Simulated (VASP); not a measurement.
Here is a VASP 6.6.1 calculation.

Contents of INCAR:

```
PREC = Accurate ; ENCUT = 500
EDIFF = 1E-6 ; ISMEAR = 0
SIGMA = 0.1 ; LREAL = False
LASPH = True ; NELM = 120
ALGO = Normal ; ISIF = 2
LWAVE = False ; LCHARG = True
GGA = PS ; LELF = True
LVHAR = True ; NBANDS = 12
GGA_COMPAT = False
```

Contents of KPOINTS:

```
regular mesh
0
Gamma
  20 20 20
```

POSCAR

```
Cr
1.0
    0.0000000000      1.7890535135      1.7890535135
    1.7890535135      0.0000000000      1.7890535135
    1.7890535135      1.7890535135      0.0000000000
Cr
1
Direct
    0.0000000000      0.0000000000      0.0000000000
```

Potentials or basis: VASP PAW PBE potentials, release 64 (Cr_pv).

Launch:

```bash
$ cat potpaw_PBE.64/Cr_pv/POTCAR > POTCAR
$ mpirun -np 1 vasp_std > vasp.out
```

Problem. What does it give for the band gap on the k mesh?

Solution. Zero (band 6 reaches 13.31 eV, above the bottom of band 7 at 10.23 eV).

Problem. Estimate the pressure.

Solution. -0.6 GPa.

Caveat: the PAW data sets were made with another functional, which shifts forces and pressure a little; the run has no spin polarisation, though such a crystal can be magnetic. Spin polarisation is off, so any magnetic state and its effect on volume and gap are missing.
